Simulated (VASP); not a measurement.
Runs of VASP 6.6.1 on MgS. It takes space group F-43m (No. 216, cubic). The conventional cell has a = 5.662 Å, b = 5.662 Å, c = 5.662 Å, α = 90.00°, β = 90.00°, γ = 90.00°. Mg (site symmetry -43m) has 4 S at 2.45 Å within 3.2 Å. Within 3.2 Å of S (site symmetry -43m) lie 4 Mg at 2.45 Å. 

```tsv
level	screening parameter	share of exact exchange	gap on the mesh (eV)	pressure (GPa)
HSE06	0.2079 1/Å	-	(a)	-0.1
PBE-based screened hybrid	0.1 1/Å	0.15	(b)	0.3
PBE-based screened hybrid	0.1 1/Å	0.5	6.32	-1.3
PBE-based global hybrid	-	0.35	(c)	-0.7
```

Alike in all rows: task single point; potentials or basis VASP PAW PBE potentials, release 64 (Mg, S); no spin polarisation; cell as given; k mesh 4 × 4 × 4; cutoff (eV) 520; smearing gaussian 0.01 eV.

Task: Fill in the values left out.

Result: (a) 4.52; (b) 4.29; (c) 5.98.

Caveats: all runs use coarse meshes; the PAW data sets were made with another functional, which shifts forces and pressure a little.

A k mesh can miss the band edges.
